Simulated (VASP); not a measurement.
## MnS: single point with PBE+U

MnS:

```
Mn S
1.0
     3.99600    0.00000    0.00000
    -1.99800    3.46064    0.00000
     0.00000    0.00000    6.44600
Mn S
2 2
Direct
  0.33333 0.66667 0.00000
  0.66667 0.33333 0.50000
  0.33333 0.66667 0.37500
  0.66667 0.33333 0.87500
```

```yaml
Program: VASP 6.6.1
Task: single point
Functional: PBE
Potentials_or_basis: VASP PAW PBE potentials, release 64 (Mn_pv, S)
Cutoff: 520 eV
k_mesh: 7 × 7 × 4
Occupations: fermi-dirac, width 0.05 eV
Spin: collinear spin, antiferromagnetic start
Starting_moments: "[4.5, -4.5, 0.0, 0.0] μB"
Hubbard_terms: Mn d U = 3.9 eV
```

```json
{
  "Pressure": "2.8 GPa",
  "Largest force": "0.025 eV/Å",
  "Band gap on the k mesh": "2.34 eV",
  "Net moment": "0.00 μB per cell",
  "Site moments": "Mn +4.51, -4.51; S -0.01, +0.01 μB",
  "Valence electrons inside the program's atomic spheres": "Mn 11.35; S 3.79"
}
```

Forces in eV/Å, atoms in the order of the input:
```
Mn   0.000  0.000 -0.025
Mn   0.000  0.000 -0.025
S    0.000  0.000  0.025
S    0.000  0.000  0.025
```

Stress tensor (GPa, compression positive):
```
2.92 0.00 0.00
0.00 2.92 0.00
0.00 0.00 2.59
```

Levels at points of the mesh, in eV from the valence-band top:
Spin up:
```
           k point  band 15  band 16  band 17  band 18  band 19  band 20  band 21  band 22  band 23  band 24
(0.00, 0.00, 0.00)    -1.90    -1.90    -0.65     0.00     0.00     2.34     3.44     3.44     3.77     4.83
(0.00, 0.00, 0.50)    -1.85    -1.85    -1.38    -0.02    -0.02     3.53     3.53     3.61     3.90     4.58
```
Spin down:
```
           k point  band 16  band 17  band 18  band 19  band 20  band 21  band 22  band 23
(0.00, 0.00, 0.00)    -1.90    -0.65     0.00     0.00     2.34     3.44     3.44     3.77
(0.00, 0.00, 0.50)    -1.85    -1.38    -0.02    -0.02     3.53     3.53     3.61     3.90
```

Eigenvalues of the final occupation matrices:
```tsv
site	spin	trace	eigenvalues
site 1 d	1	4.67	0.93 0.93 0.93 0.94 0.94
site 1 d	2	0.23	0.02 0.02 0.06 0.06 0.07
site 2 d	1	0.23	0.02 0.02 0.06 0.06 0.07
site 2 d	2	4.67	0.93 0.93 0.93 0.94 0.94
```

Wall time 5.2 min on 1 thread of Intel(R) Xeon(R) 6975P-C (Granite Rapids), on a shared host, peak memory 0.49 GiB.

Caveat: the antiferromagnetic order is the one typed at the start, and another may lie lower. A k mesh can miss the band edges.
